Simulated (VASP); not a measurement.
Write the native input for VASP 6.6.1 that does the following.

```
Task                   : single point
Functional             : PBE
Potentials or basis    : VASP PAW PBE potentials, release 64 (Si, C)
Cutoff                 : 520 eV
k mesh                 : 6 × 6 × 1
Occupations            : gaussian, width 0.1 eV
Spin                   : no spin polarisation
Dipole correction      : no
Further INCAR settings : ALGO = Normal; EDIFF = 1e-07; NBANDS = 36
```

The structure of SiC lies in POSCAR:

```
SiC
1.0
    1.5476086200     -2.6804915302      0.0000000000
    1.5476086200      2.6804915302      0.0000000000
    0.0000000000      0.0000000000     15.1822951770
Si C
6 6
Direct
    0.6666773686      0.3333226314      0.6422799372
    0.3333226314      0.6666773686      0.1422799372
   -0.0000166073      1.0000166073      0.9755591463
    1.0000166073     -0.0000166073      0.4755591463
    0.3333506763      0.6666493237      0.8087972986
    0.6666493237      0.3333506763      0.3087972986
    1.0000182429     -0.0000182429      0.8501383363
   -0.0000182429      1.0000182429      0.3501383363
    0.6666800587      0.3333199413      0.5172872114
    0.3333199413      0.6666800587      0.0172872114
    0.3333415963      0.6666584037      0.6837980602
    0.6666584037      0.3333415963      0.1837980602
```

One way to write it, as run:

INCAR

```
PREC     = Accurate       # precision mode
ENCUT    = 520            # plane-wave cutoff, eV
EDIFF    = 1E-7           # SCF threshold, eV
ISMEAR   = 0              # smearing method
SIGMA    = 0.1            # smearing width, eV
LREAL    = F              # projectors in reciprocal space
LASPH    = T              # aspherical terms in the spheres
NELM     = 80             # most SCF steps
ALGO     = Normal         # electronic algorithm
ISIF     = 2              # what is computed and relaxed
LWAVE    = F              # write WAVECAR
LCHARG   = F              # write CHGCAR
GGA      = PE             # functional
NBANDS   = 36             # bands
```

KPOINTS

```
regular mesh
0
Gamma
  6 6 1
```

Potentials or basis: VASP PAW PBE potentials, release 64 (Si, C).

Launch:

```bash
$ cat potpaw_PBE.64/Si/POTCAR potpaw_PBE.64/C/POTCAR > POTCAR
$ mpirun -np 1 vasp_std > vasp.out
```

Results of the run:

```
Pressure               : 0.0 GPa
Largest force          : 0.012 eV/Å
Band gap on the k mesh : 2.03 eV (least direct gap 3.12 eV)
```

Run time: 35 s on 1 thread of AMD EPYC 9R45 96-Core Processor (Zen 5), on a shared host, peak memory 0.21 GiB.
